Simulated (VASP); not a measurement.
# SrO (P6_3mc) in VASP: further runs, part 2 of 2

VASP 6.6.1. The steps go on from the part before.

### Step 3. Single point, LDA

This run uses another cell than the first one, of 22.44 Å³/atom, 1.023 times its volume.

INCAR reads:

```
SYSTEM = SrO
PREC = Accurate
ENCUT = 520
EDIFF = 1E-7
ISMEAR = -1
SIGMA = 0.01
LREAL = .FALSE.
LASPH = .TRUE.
NELM = 80
ALGO = Normal
ISIF = 2
LWAVE = .FALSE.
LCHARG = .FALSE.
NBANDS = 24
```

KPOINTS reads:

```
regular mesh
0
G
  5 5 4
  0 0 0
```

POSCAR reads:

```
SrO
1.0
    4.4134785361      0.0000000000      0.0000000000
   -2.2067392681      3.8221843569      0.0000000000
    0.0000000000      0.0000000000      5.3220182018
Sr O
2 2
Direct
    0.3333333333      0.6666666667      0.9381280000
    0.6666666667      0.3333333333      0.4381280000
    0.3333333333      0.6666666667      0.4368720000
    0.6666666667      0.3333333333      0.9368720000
```

Potentials or basis: VASP PAW LDA potentials, release 64 (Sr_sv, O).

The run is started by

```sh
$ cat potpaw_LDA.64/Sr_sv/POTCAR potpaw_LDA.64/O/POTCAR > POTCAR
$ mpirun -np 1 vasp_std > vasp.out
```

OUTCAR:

```text
SYSTEM = SrO
   PREC = Accurate
   ENCUT = 520
   EDIFF = 1E-7
   ISMEAR = -1
   LREAL = .FALSE.
   LASPH = .TRUE.
   NELM = 80
   ISIF = 2

 ion  position               nearest neighbor table
   1  0.333  0.667  0.938-   4 2.55   4 2.55   4 2.55   3 2.65   3 2.67   2 3.68   2 3.68   2 3.68
                             2 3.68   2 3.68   2 3.68
   2  0.667  0.333  0.438-   3 2.55   3 2.55   3 2.55   4 2.65   4 2.67   1 3.68   1 3.68   1 3.68
                             1 3.68   1 3.68   1 3.68
   3  0.333  0.667  0.437-   2 2.55   2 2.55   2 2.55   1 2.65   1 2.67
   4  0.667  0.333  0.937-   1 2.55   1 2.55   1 2.55   2 2.65   2 2.67

  LATTYP: Found a hexagonal cell.
 ALAT       =     4.4134785361
 C/A-ratio  =     1.2058556892

  Lattice vectors:

 A1 = (   4.4134785361,   0.0000000000,   0.0000000000)
 A2 = (  -2.2067392681,   3.8221843569,   0.0000000000)
 A3 = (   0.0000000000,   0.0000000000,   5.3220182018)

Analysis of symmetry for initial positions (statically):
=====================================================================
 Subroutine PRICEL returns:
 Original cell was already a primitive cell.

 Routine SETGRP: Setting up the symmetry group for a
 hexagonal supercell.

 Subroutine GETGRP returns: Found 12 space group operations
 (whereof  6 operations were pure point group operations)
 out of a pool of 24 trial point group operations.

The static configuration has the point symmetry C_3v.
 The point group associated with its full space group is C_6v.

Analysis of symmetry for dynamics (positions and initial velocities):
=====================================================================
 Subroutine PRICEL returns:
 Original cell was already a primitive cell.

 Routine SETGRP: Setting up the symmetry group for a
 hexagonal supercell.

 Subroutine GETGRP returns: Found 12 space group operations
 (whereof  6 operations were pure point group operations)
[... 113 lines left out ...]
   EFERMI_NEDOS =   21; number of points for ismear=-14 and -15
   IALGO  =     38    algorithm
   IMIX   =      4    mixing-type and parameters
     AMIX     =   0.40;   BMIX     =  1.00
     AMIX_MAG =   1.60;   BMIX_MAG =  1.00
  volume/ion in A,a.u.               =      22.44       151.46
  Fermi-wavevector in a.u.,A,eV,Ry     =   1.160741  2.193482 18.331383  1.347319
  Thomas-Fermi vector in A             =   2.297320
   LORBIT       =      0    0 simple, 1 ext, 2 COOP (PROOUT), +10 PAW based schemes
   GGA     = CA    functional components
   LHFCALC =     F    Hartree Fock is set to
   AEXX    =    0.0000 exact exchange contribution
   IVDW    =     0    specifies the selected vdW correction
   LEPSILON=     F    determine dielectric tensor
   LRPA    =     F    only Hartree local field effects (RPA)
 non-spin polarized calculation
  energy-cutoff  :      520.00
  volume of cell :       89.78
 maximum number of plane-waves:      2468
 NGX is ok and might be reduce to    36
   NGX = 17   NGY = 17   NGZ = 19

 number of electron      31.9999993 magnetization

 Free energy of the ion-electron system (eV)
  ---------------------------------------------------
  ext. energy  EPLUGINS =         0.00000000
  ---------------------------------------------------
  free energy    TOTEN  =       -26.01004288 eV

  energy without entropy =      -26.01004288  energy(sigma->0) =      -26.01004288

 E-fermi :   0.3220     XC(G=0):  -9.0527

 val. band max:        0.0633547428   @ k =   0.0000   0.0000   0.0000
 cond. band min:       2.2329233765   @ k =   0.0000   0.0000   0.0000
 fundamental gap:      2.1695686337
 Fermi energy:         0.3219531237

 k-point     1 :       0.0000    0.0000    0.0000
  band No.  band energies     occupation
      1     -32.4272      2.00000
      2     -32.3134      2.00000
      3     -14.9258      2.00000
      4     -14.6265      2.00000
      5     -14.6265      2.00000
      6     -14.5190      2.00000
[... 394 lines left out ...]
     23       8.5433      0.00000
     24       8.5433      0.00000

------------------------ aborting loop because EDIFF is reached ----------------------------------------

  FORCE on cell =-STRESS in cart. coord.  units (eV):
  Direction    XX          YY          ZZ          XY          YZ          ZX
  --------------------------------------------------------------------------------------
  -------------------------------------------------------------------------------------
  Total       -4.8321051     -4.8321046     -5.3747624      0.0000000      0.0000000      0.0000000
  in kB      -86.2338841    -86.2338763    -95.9181626      0.0000000      0.0000000      0.0000000
  external PRESSURE =     -89.4619743 kB  Pullay stress =       0.0000000 kB

 VOLUME and BASIS-vectors are now :
 -----------------------------------------------------------------------------
  energy-cutoff  :      520.00
  volume of cell :       89.78
      direct lattice vectors                 reciprocal lattice vectors
     4.413478536  0.000000000  0.000000000     0.226578648  0.130815249  0.000000000
    -2.206739268  3.822184357  0.000000000     0.000000000  0.261630499  0.000000000
     0.000000000  0.000000000  5.322018202     0.000000000  0.000000000  0.187898643

 POSITION                                       TOTAL-FORCE (eV/Angst)
 -----------------------------------------------------------------------------------
     -0.00000      2.54812      4.99273        -0.000000      0.000000     -0.004364
      2.20674      1.27406      2.33173         0.000000     -0.000000     -0.004364
     -0.00000      2.54812      2.32504        -0.000000      0.000000      0.004364
      2.20674      1.27406      4.98605         0.000000     -0.000000      0.004364
 -----------------------------------------------------------------------------------
    total drift:                               -0.000000      0.000000     -0.000105

  FREE ENERGIE OF THE ION-ELECTRON SYSTEM (eV)
  ---------------------------------------------------
  free  energy   TOTEN  =       -26.0100428767 eV

  energy  without entropy=      -26.0100428767  energy(sigma->0) =      -26.01004288
```

Wall time 52 s (1 thread of AMD EPYC 7R43 (Zen 3), shared host); peak memory 0.15 GiB.

Results:

- Free energy: -26.0100 eV
- Pressure: -8.9 GPa
- Largest force: 0.004 eV/Å
- Band gap on the k mesh: 2.17 eV, direct

Forces on the atoms (eV/Å):
```
Sr   0.000  0.000 -0.004
Sr   0.000  0.000 -0.004
O    0.000  0.000  0.004
O    0.000  0.000  0.004
```

Stress tensor (GPa, compression positive):
```
-8.62  0.00  0.00
 0.00 -8.62  0.00
 0.00  0.00 -9.59
```

Levels at points of the mesh, in eV from the valence-band top:
| k point | band 12 | band 13 | band 14 | band 15 | band 16 | band 17 | band 18 | band 19 | band 20 | band 21 |
| --- | --- | --- | --- | --- | --- | --- | --- | --- | --- | --- |
| (0.00, 0.00, 0.00) | -0.91 | -0.82 | -0.82 | -0.47 | 0.00 | 2.17 | 5.77 | 5.77 | 6.50 | 7.51 |
| (0.00, 0.00, 0.50) | -1.18 | -0.97 | -0.97 | -0.97 | -0.97 | 3.85 | 3.85 | 7.30 | 7.30 | 7.30 |
